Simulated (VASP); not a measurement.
F:

```xyz
4
Lattice="2.7536 -1.6412 -0.0041 2.7536 1.6412 -0.0041 -1.5472 0.0000 7.2666" Properties=species:S:1:pos:R:3 pbc="T T T"
F     4.0677   -0.6368    0.6748
F     0.6660   -0.6368    2.9504
F    -0.1077    0.6368    6.5837
F     3.2941    0.6368    4.3081
```

| Item | Value |
| --- | --- |
| Program | VASP 6.6.1 |
| Task | relaxation of cell and atoms |
| Functional | PBE |
| Dispersion | D3(BJ) |
| Potentials or basis | VASP PAW PBE potentials, release 64 (F) |
| Cutoff | 600 eV |
| k mesh | 8 × 8 × 4 |
| Occupations | gaussian, width 0.02 eV |
| Spin | no spin polarisation |

At the start: pressure 0.6 GPa; volume 16.41 Å³/atom.

Q: Where does the relaxation end?

A: Over 92 steps the energy falls by 5.4 meV/atom and the volume is 15.74 Å³/atom (-4.1 %); space group C2/c (No. 15, to 0.1 Å) before and after.

Step by step:
```
step  energy change (eV)  largest force (eV/Å)  pressure (GPa)  volume (Å³)
   1              0.0000                0.3569            0.57        65.66
   4             -0.0031                0.0272           -0.20        65.77
   7             -0.0089                0.0418           -0.09        64.27
  10             -0.0127                0.0170           -0.02        62.40
  13             -0.0130                0.0445           -0.05        62.15
  16             -0.0131                0.0499           -0.04        61.98
  19             -0.0132                0.0183            0.12        61.88
  22             -0.0134                0.0184            0.10        61.91
  25             -0.0142                0.0544            0.00        62.11
  28             -0.0144                0.0659           -0.04        62.18
  31             -0.0146                0.0254            0.18        62.24
  34             -0.0151                0.0318            0.08        62.53
  37             -0.0153                0.0532            0.00        62.82
  40             -0.0156                0.0277            0.13        63.20
  43             -0.0159                0.0333            0.01        63.51
  46             -0.0164                0.0690           -0.18        64.33
  49             -0.0170                0.0214           -0.07        64.41
  52             -0.0175                0.0873           -0.32        64.72
  55             -0.0182                0.0189           -0.11        64.38
  58             -0.0187                0.0957            0.17        63.80
  61             -0.0190                0.0816            0.17        63.66
  64             -0.0201                0.0403           -0.05        62.48
  67             -0.0202                0.0252            0.01        62.27
  70             -0.0203                0.0088            0.07        62.13
  73             -0.0209                0.0182            0.01        62.27
  76             -0.0212                0.0040            0.04        62.42
  79             -0.0213                0.0041            0.02        62.49
  82             -0.0213                0.0222            0.04        62.75
  85             -0.0214                0.0212            0.05        62.82
  88             -0.0214                0.0283            0.06        62.88
  91             -0.0214                0.0090           -0.05        63.01
  92             -0.0214                0.0030           -0.01        62.97
```

Final structure:
```
CELL_PARAMETERS angstrom
2.70648 -1.73820 0.23511
2.70648 1.73820 0.23511
-0.97184 0.00000 6.60778
ATOMIC_POSITIONS crystal
F 0.91482 0.59246 0.09652
F 0.40754 0.08518 0.40348
F 0.08518 0.40754 0.90348
F 0.59246 0.91482 0.59652
```
